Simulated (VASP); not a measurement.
**InP: single point with HSE06**

InP:

```
In P
1.0
     0.00000    3.06278    3.06278
     3.06278    0.00000    3.06278
     3.06278    3.06278    0.00000
In P
1 1
Cartesian
  0.0000 0.0000 0.0000
  1.5314 1.5314 1.5314
```

This cell differs from its parent crystal: strain +3.7%.

```yaml
Program: VASP 6.6.1
Task: single point
Functional: HSE06
Potentials_or_basis: VASP PAW PBE potentials, release 64 (In_d, P)
Cutoff: 520 eV
k_mesh: 6 × 6 × 6
Occupations: fermi-dirac, width 0.02 eV
Spin: no spin polarisation
```

```json
{
 "Pressure": "-6.1 GPa",
 "Band gap on the k mesh": "0.68 eV"
}
```

Levels at points of the mesh, in eV from the valence-band top:
```csv
k point,band 5,band 6,band 7,band 8,band 9,band 10,band 11,band 12,band 13,band 14
"(0.00, 0.00, 0.00)",-15.63,-11.87,0.00,0.00,0.00,0.68,4.86,4.86,4.86,8.91
"(0.50, 0.00, 0.00)",-15.62,-10.42,-5.56,-0.87,-0.87,1.87,5.58,5.58,7.69,9.90
"(0.50, 0.50, 0.00)",-15.61,-9.86,-5.68,-2.10,-2.10,2.55,2.92,9.54,9.95,9.95
```

Wall time 75 min on 1 thread of Intel(R) Xeon(R) Platinum 8488C (Sapphire Rapids), on a shared host, peak memory 0.31 GiB.

Caveat: the cell differs from its parent crystal (strain +3.7%); the cell stands under tension; the PAW data sets were made with another functional, which shifts forces and pressure a little; spin-orbit coupling is left out, which moves the levels of the heavy elements.
